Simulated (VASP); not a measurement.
**Re: single point with PBEsol**

The system is Re.

```
CELL_PARAMETERS angstrom
2.55473 0.00000 0.00000
0.00000 2.55473 0.00000
0.00000 0.00000 2.55473
ATOMIC_POSITIONS crystal
Re 0.00000 0.00000 0.00000
```

This isn't the form of Re at room conditions, which is hcp.

| Quantity | Value |
| --- | --- |
| Program | VASP 6.6.1 |
| Task | single point |
| Functional | PBEsol |
| Potentials or basis | VASP PAW PBE potentials, release 64 (Re) |
| Cutoff | 520 eV |
| k mesh | 16 × 16 × 16 |
| Occupations | gaussian, width 0.1 eV |
| Spin | no spin polarisation |
| Dipole correction | no |
| Further INCAR settings | ALGO = Normal; EDIFF = 1e-07; NBANDS = 10 |

```
Pressure               : -0.8 GPa
Band gap on the k mesh : zero (an odd number of electrons rules out a gap without spin polarisation)
```

Levels at points of the mesh, in eV from the Fermi level:
```
           k point  band 1  band 2  band 3  band 4  band 5  band 6  band 7  band 8
(0.00, 0.00, 0.00)   -9.42   -5.51   -5.51    3.62    3.62    3.62   15.51   15.51
(0.50, 0.00, 0.00)   -5.94   -4.56   -1.08   -0.14   -0.14    4.02    8.59   15.18
(0.50, 0.50, 0.00)   -6.58   -3.95    0.61    0.61    4.75    4.75    6.36   14.14
(0.50, 0.50, 0.50)   -4.95   -4.95   -4.95    6.64    6.64    7.84   11.83   11.83
```

It took 14 s on 1 thread of Intel(R) Xeon(R) Platinum 8488C (Sapphire Rapids) (shared host), peak memory 0.14 GiB.

Caveat: the PAW data sets were made with another functional, which shifts forces and pressure a little; spin-orbit coupling is left out, which moves the levels of the heavy elements.
